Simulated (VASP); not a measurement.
SnO, 4 atoms in the cell. The structure is monoclinic, space group P2_1 (No. 4). The conventional cell has a = 3.718 Å, b = 3.912 Å, c = 6.356 Å, α = 90.00°, β = 94.13°, γ = 90.00°. Within 3.0 Å of Sn (site symmetry 1) lie 3 O at 2.29 to 2.37 Å. Within 3.2 Å of O (site symmetry 1) lie 3 Sn at 2.29 to 2.37 Å and 4 O at 3.01 to 3.14 Å. 

```yaml
Program: VASP 6.6.1
Task: single point
Functional: PBE
Dispersion: D3(BJ)
Potentials_or_basis: VASP PAW PBE potentials, release 64 (Sn_d, O)
Cutoff: 520 eV
k_mesh: 8 × 6 × 8
Occupations: gaussian, width 0.05 eV
Spin: no spin polarisation
Dipole_correction: no
Further_INCAR_settings: ALGO = Normal; EDIFF = 1e-06; NBANDS = 28
```

Potentials or basis: VASP PAW PBE potentials, release 64 (Sn_d, O).

The run is started by

```sh
$ cat potpaw_PBE.64/Sn_d/POTCAR potpaw_PBE.64/O/POTCAR > POTCAR
$ mpirun -np 1 vasp_std > vasp.out
```

Hardware: 1 thread of AMD EPYC 7R13 (shared host).

How long does it take, and how much memory?

Wall time 7.6 min on 1 thread of AMD EPYC 7R13, on a shared host, peak memory 0.36 GiB. Counts: scf iterations 14, k points 130.
